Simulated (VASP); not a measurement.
# CoSi2 (I4/mmm) in VASP: a series of runs, part 2 of 2

VASP 6.6.1. The steps go on from the part before.

**3. Single point, PBE (strain +0.025 along x and y, +0.050 along z)**

Contents of INCAR:

```
SYSTEM = CoSi2
PREC = Accurate
ENCUT = 520
EDIFF = 1E-7
ISMEAR = 0
SIGMA = 0.15
LREAL = .FALSE.
LASPH = .TRUE.
NELM = 60
ALGO = Normal
ISIF = 2
LWAVE = .FALSE.
LCHARG = .FALSE.
GGA = PE
NBANDS = 16
```

Contents of KPOINTS:

```
regular mesh
0
G
  16 16 16
  0 0 0
```

Contents of POSCAR:

```
CoSi2
1.0
    0.0000000000      2.7469375362      2.8139360127
    2.7469375362      0.0000000000      2.8139360127
    2.7469375362      2.7469375362      0.0000000000
Co Si
1 2
Direct
    0.0000000000      0.0000000000      0.0000000000
    0.2500000000      0.2500000000      0.2500000000
    0.7500000000      0.7500000000      0.7500000000
```

Potentials or basis: VASP PAW PBE potentials, release 64 (Co, Si).

Run with:

```console
$ cat potpaw_PBE.64/Co/POTCAR potpaw_PBE.64/Si/POTCAR > POTCAR
$ mpirun -np 1 vasp_std > vasp.out
```

OUTCAR:

```text
SYSTEM = CoSi2
   PREC = Accurate
   ENCUT = 520
   EDIFF = 1E-7
   ISMEAR = 0
   LREAL = .FALSE.
   LASPH = .TRUE.
   NELM = 60
   ISIF = 2
   GGA = PE

 ion  position               nearest neighbor table
   1  0.000  0.000  0.000-   3 2.40   2 2.40   3 2.40   2 2.40   3 2.40   3 2.40   2 2.40   2 2.40

   2  0.250  0.250  0.250-   1 2.40   1 2.40   1 2.40   1 2.40   3 2.75   3 2.75   3 2.75   3 2.75
                             3 2.81   3 2.81
   3  0.750  0.750  0.750-   1 2.40   1 2.40   1 2.40   1 2.40   2 2.75   2 2.75   2 2.75   2 2.75
                             2 2.81   2 2.81

  LATTYP: Found a body centered tetragonal cell.
 ALAT       =     3.8847563187
 C/A-ratio  =     1.4487065761

  Lattice vectors:

 A1 = (  -2.7469375362,   0.0000000000,   2.8139360127)
 A2 = (   2.7469375362,   0.0000000000,   2.8139360127)
 A3 = (   0.0000000000,   2.7469375362,  -2.8139360127)

Analysis of symmetry for initial positions (statically):
=====================================================================
 Subroutine PRICEL returns:
 Original cell was already a primitive cell.

 Routine SETGRP: Setting up the symmetry group for a
[... 167 lines left out ...]
  free energy    TOTEN  =       -19.10495389 eV

  energy without entropy =      -19.09080474  energy(sigma->0) =      -19.09787931

 E-fermi :   8.7775     XC(G=0): -11.2909

 val. band max:        8.7765477944   @ k =  -0.3125   0.0625   0.1875
 cond. band min:       8.7836080872   @ k =   0.4375   0.0625   0.1875
 fundamental gap:      0.0070602928
 Fermi energy:         8.7775032502

 k-point     1 :       0.0000    0.0000    0.0000
  band No.  band energies     occupation
      1      -3.5773      2.00000
      2       5.1100      2.00000
      3       5.1100      2.00000
      4       5.2235      2.00000
      5       7.1424      2.00000
      6       7.2389      2.00000
[... 433 lines left out ...]
      3       5.1895      2.00000
      4       5.2196      2.00000
      5       7.1441      2.00000
      6       7.1585      2.00000
[... 8 lines left out ...]
     15      13.8808      0.00000
     16      14.0420      0.00000

 [... further k-points ...]
[... 5 lines left out ...]
  --------------------------------------------------------------------------------------
  -------------------------------------------------------------------------------------
  Total       -3.5399738     -3.5399738     -3.9282151      0.0000000     -0.0000000      0.0000000
  in kB     -133.5576736   -133.5576736   -148.2054109      0.0000000     -0.0000000      0.0000000
  external PRESSURE =    -138.4402527 kB  Pullay stress =       0.0000000 kB

 VOLUME and BASIS-vectors are now :
 -----------------------------------------------------------------------------
  energy-cutoff  :      520.00
  volume of cell :       42.47
      direct lattice vectors                 reciprocal lattice vectors
     0.000000000  2.746937536  2.813936013    -0.182020884  0.182020884  0.177687054
     2.746937536  0.000000000  2.813936013     0.182020884 -0.182020884  0.177687054
     2.746937536  2.746937536  0.000000000     0.182020884  0.182020884 -0.177687054

 POSITION                                       TOTAL-FORCE (eV/Angst)
 -----------------------------------------------------------------------------------
      0.00000      0.00000      0.00000        -0.000000     -0.000000      0.000000
      1.37347      1.37347      1.40697        -0.000000     -0.000000      0.000000
      4.12041      4.12041      4.22090         0.000000      0.000000     -0.000000
 -----------------------------------------------------------------------------------
    total drift:                                0.000000     -0.000000     -0.000000

  FREE ENERGIE OF THE ION-ELECTRON SYSTEM (eV)
  ---------------------------------------------------
  free  energy   TOTEN  =       -19.1049538851 eV

  energy  without entropy=      -19.0908047433  energy(sigma->0) =      -19.09787931
```

stdout:

```text
POSCAR found type information on POSCAR CoSi
 POSCAR found :  2 types and       3 ions
 scaLAPACK will be used
 LDA part: xc-table for (Slater+PW92), standard interpolation
 POSCAR, INCAR and KPOINTS ok, starting setup
 FFT: planning ... GRIDC
 FFT: planning ... GRID_SOFT
 FFT: planning ... GRID
 WAVECAR not read
 entering main loop
```

Run time: 8.1 min. Hardware: 1 thread of Intel Xeon 8259CL, shared host; peak memory 0.35 GiB.

What came out:

```yaml
Free_energy: -19.1050 eV
Pressure: -13.8 GPa
Band_gap_on_the_k_mesh: zero (an odd number of electrons rules out a gap without spin polarisation)
```

Stress tensor (GPa, compression positive):
```
-13.36   0.00   0.00
  0.00 -13.36   0.00
  0.00   0.00 -14.82
```

Caveat: the cell differs from its parent crystal (strain +0.025 along x and y, +0.050 along z); the cell stands under tension; the run has no spin polarisation, though such a crystal can be magnetic.

**4. Single point, PBE (strain +0.050 along x and y, +0.025 along z)**

Contents of INCAR:

```
PREC = Accurate ; ENCUT = 520
EDIFF = 1E-6 ; ISMEAR = 0
SIGMA = 0.15 ; LREAL = False
LASPH = True ; NELM = 80
ALGO = Normal ; ISIF = 2
LWAVE = False ; LCHARG = True
GGA = PE ; LELF = True
LVHAR = True ; NBANDS = 16
```

Contents of KPOINTS:

```
regular mesh
0
Gamma
  16 16 16
```

Contents of POSCAR:

```
CoSi2
1.0
    0.0000000000      2.8139360127      2.7469375362
    2.8139360127      0.0000000000      2.7469375362
    2.8139360127      2.8139360127      0.0000000000
Co Si
1 2
Direct
    0.0000000000      0.0000000000      0.0000000000
    0.2500000000      0.2500000000      0.2500000000
    0.7500000000      0.7500000000      0.7500000000
```

Potentials or basis: VASP PAW PBE potentials, release 64 (Co, Si).

Run with:

```console
$ cat potpaw_PBE.64/Co/POTCAR potpaw_PBE.64/Si/POTCAR > POTCAR
$ mpirun -np 1 vasp_std > vasp.out
```

OUTCAR:

```text
PREC = Accurate
   ENCUT = 520
   EDIFF = 1E-6
   ISMEAR = 0
   LREAL = False
   LASPH = True
   NELM = 80
   ISIF = 2
   GGA = PE

 ion  position               nearest neighbor table
   1  0.000  0.000  0.000-   3 2.42   3 2.42   3 2.42   2 2.42   3 2.42   2 2.42   2 2.42   2 2.42

   2  0.250  0.250  0.250-   1 2.42   1 2.42   1 2.42   1 2.42   3 2.75   3 2.75   3 2.81   3 2.81
                             3 2.81   3 2.81
   3  0.750  0.750  0.750-   1 2.42   1 2.42   1 2.42   1 2.42   2 2.75   2 2.75   2 2.81   2 2.81
                             2 2.81   2 2.81

  LATTYP: Found a body centered tetragonal cell.
 ALAT       =     3.9795064728
 C/A-ratio  =     1.3805418109

  Lattice vectors:

 A1 = (   0.0000000000,  -2.8139360127,  -2.7469375362)
 A2 = (   0.0000000000,   2.8139360127,  -2.7469375362)
 A3 = (   2.8139360127,   0.0000000000,   2.7469375362)

Analysis of symmetry for initial positions (statically):
=====================================================================
 Subroutine PRICEL returns:
 Original cell was already a primitive cell.

 Routine SETGRP: Setting up the symmetry group for a
 body centered tetragonal supercell.

 Subroutine GETGRP returns: Found 16 space group operations
 (whereof 16 operations were pure point group operations)
 out of a pool of 16 trial point group operations.

The static configuration has the point symmetry D_4h.

Analysis of symmetry for dynamics (positions and initial velocities):
=====================================================================
 Subroutine PRICEL returns:
 Original cell was already a primitive cell.

 Routine SETGRP: Setting up the symmetry group for a
 body centered tetragonal supercell.

 Subroutine GETGRP returns: Found 16 space group operations
 (whereof 16 operations were pure point group operations)
 out of a pool of 16 trial point group operations.

The dynamic configuration has the point symmetry D_4h.

 Subroutine INISYM returns: Found 16 space group operations
 (whereof 16 operations are pure point group operations),
[... 114 lines left out ...]
   EFERMI_NEDOS =   21; number of points for ismear=-14 and -15
   IALGO  =     38    algorithm
   IMIX   =      4    mixing-type and parameters
     AMIX     =   0.40;   BMIX     =  1.00
     AMIX_MAG =   1.60;   BMIX_MAG =  1.00
  volume/ion in A,a.u.               =      14.50        97.85
  Fermi-wavevector in a.u.,A,eV,Ry     =   1.196893  2.261800 19.491071  1.432553
  Thomas-Fermi vector in A             =   2.332822
   LORBIT       =      0    0 simple, 1 ext, 2 COOP (PROOUT), +10 PAW based schemes
   GGA     = PE    functional components
   LHFCALC =     F    Hartree Fock is set to
   AEXX    =    0.0000 exact exchange contribution
   IVDW    =     0    specifies the selected vdW correction
   LEPSILON=     F    determine dielectric tensor
   LRPA    =     F    only Hartree local field effects (RPA)
 non-spin polarized calculation
 Gauss-broadening in eV      SIGMA  =   0.15
  energy-cutoff  :      520.00
  volume of cell :       43.50
 maximum number of plane-waves:      1211
 NGX is ok and might be reduce to    30
   NGX = 15   NGY = 15   NGZ = 15

 number of electron      17.0000002 magnetization

 Free energy of the ion-electron system (eV)
  ---------------------------------------------------
  ext. energy  EPLUGINS =         0.00000000
  ---------------------------------------------------
  free energy    TOTEN  =       -19.00806752 eV

  energy without entropy =      -18.99256260  energy(sigma->0) =      -19.00031506

 E-fermi :   8.4710     XC(G=0): -11.1831

 val. band max:        8.4608537654   @ k =   0.5000   0.3125   0.1875
 cond. band min:       8.4811922597   @ k =   0.3750   0.0625   0.2500
 fundamental gap:      0.0203384943
 Fermi energy:         8.4710169733

 k-point     1 :       0.0000    0.0000    0.0000
  band No.  band energies     occupation
      1      -3.6976      2.00000
      2       4.8709      2.00000
      3       4.9875      2.00000
      4       4.9875      2.00000
      5       6.9129      2.00000
      6       7.0040      2.00000
[... 433 lines left out ...]
      3       4.8660      2.00000
      4       5.0621      2.00000
      5       6.8332      2.00000
      6       6.9959      2.00000
[... 8 lines left out ...]
     15      13.4833      0.00000
     16      14.3653      0.00000

 [... further k-points ...]
[... 5 lines left out ...]
  --------------------------------------------------------------------------------------
  -------------------------------------------------------------------------------------
  Total       -4.5104757     -4.5104757     -4.0933503      0.0000000      0.0000000      0.0000000
  in kB     -166.1214496   -166.1214496   -150.7586649      0.0000000      0.0000000      0.0000000
  external PRESSURE =    -161.0005214 kB  Pullay stress =       0.0000000 kB

 VOLUME and BASIS-vectors are now :
 -----------------------------------------------------------------------------
  energy-cutoff  :      520.00
  volume of cell :       43.50
      direct lattice vectors                 reciprocal lattice vectors
     0.000000000  2.813936013  2.746937536    -0.177687054  0.177687054  0.182020884
     2.813936013  0.000000000  2.746937536     0.177687054 -0.177687054  0.182020884
     2.813936013  2.813936013  0.000000000     0.177687054  0.177687054 -0.182020884

 POSITION                                       TOTAL-FORCE (eV/Angst)
 -----------------------------------------------------------------------------------
      0.00000      0.00000      0.00000         0.000000     -0.000000     -0.000000
      1.40697      1.40697      1.37347        -0.000000     -0.000000     -0.000000
      4.22090      4.22090      4.12041         0.000000      0.000000      0.000000
 -----------------------------------------------------------------------------------
    total drift:                                0.000000     -0.000000     -0.000000

  FREE ENERGIE OF THE ION-ELECTRON SYSTEM (eV)
  ---------------------------------------------------
  free  energy   TOTEN  =       -19.0080675244 eV

  energy  without entropy=      -18.9925626035  energy(sigma->0) =      -19.00031506
```

It took 7.5 min on 1 thread of Intel Xeon 8259CL, shared host; peak memory 0.36 GiB.

What came out:

- Free energy: -19.0081 eV
- Pressure: -16.1 GPa
- Band gap on the k mesh: zero (an odd number of electrons rules out a gap without spin polarisation)

Caveat: the cell differs from its parent crystal (strain +0.050 along x and y, +0.025 along z); the cell stands under tension; the run has no spin polarisation, though such a crystal can be magnetic. Spin polarisation is off, so any magnetic state and its effect on volume and gap are missing.

**5. The runs side by side**

```csv
cell,gap on the mesh (eV),pressure (GPa)
"a = 3.838, b = 3.838, c = 3.885 Å, angles 59.6, 59.6, 60.8°, 3 atoms",none,-8.0
"a = 3.932, b = 3.932, c = 3.885 Å, angles 60.4, 60.4, 59.2°, 3 atoms",none,-13.8
"a = 3.932, b = 3.932, c = 3.980 Å, angles 59.6, 59.6, 60.8°, 3 atoms",none,-16.1
```

Alike in all rows: task single point; level PBE; potentials or basis VASP PAW PBE potentials, release 64 (Co, Si); no spin polarisation; k mesh 16 × 16 × 16; cutoff (eV) 520; smearing gaussian 0.15 eV.

Caveats: the cell stands under tension; the run has no spin polarisation, though such a crystal can be magnetic.

Total energies depend on the potentials used, so only differences within one code and one set of settings carry meaning.
